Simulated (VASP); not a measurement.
Input of a VASP 6.6.1 run:

INCAR

```
PREC = Accurate ; ENCUT = 600
EDIFF = 1E-6 ; ISMEAR = 0
SIGMA = 0.1 ; LREAL = F
LASPH = T ; NELM = 80
ALGO = Normal ; ISIF = 3
LWAVE = F ; LCHARG = F
GGA = PE ; IBRION = 2
NSW = 100 ; EDIFFG = -0.01
```

The input KPOINTS:

```
Automatic mesh
0
Gamma
  10 10 10
```

POSCAR

```
Ta4O
1.0
    4.2913965184      0.0000000000      0.0000000000
    0.0000000000      4.2913965184      0.0000000000
    0.0000000000      0.0000000000      4.2913965184
Ta O
4 1
Direct
    0.5000000000      0.0000000000      0.0000000000
    0.0000000000      0.5000000000      0.0000000000
    0.0000000000      0.0000000000      0.5000000000
    0.5000000000      0.5000000000      0.5000000000
    0.0000000000      0.0000000000      0.0000000000
```

Potentials or basis: VASP PAW PBE potentials, release 64 (Ta_pv, O).

Run with:

```bash
$ cat potpaw_PBE.64/Ta_pv/POTCAR potpaw_PBE.64/O/POTCAR > POTCAR
$ mpirun -np 1 vasp_std > vasp.out
```

(1) What does it give for the relaxed cell?

(2) Estimate the band gap on the k mesh.

(3) Predict the space group after relaxing (to 0.1 Å).

(4) Predict the relaxed volume.

Answers

(1) a = 4.296 Å, b = 4.296 Å, c = 4.296 Å, α = 90.00°, β = 90.00°, γ = 90.00°.

(2) zero (bands 25 and 26 overlap by 1.06 eV).

(3) Pm-3m (No. 221).

(4) 15.85 Å³/atom.

Caveat: spin-orbit coupling is left out, which moves the levels of the heavy elements.
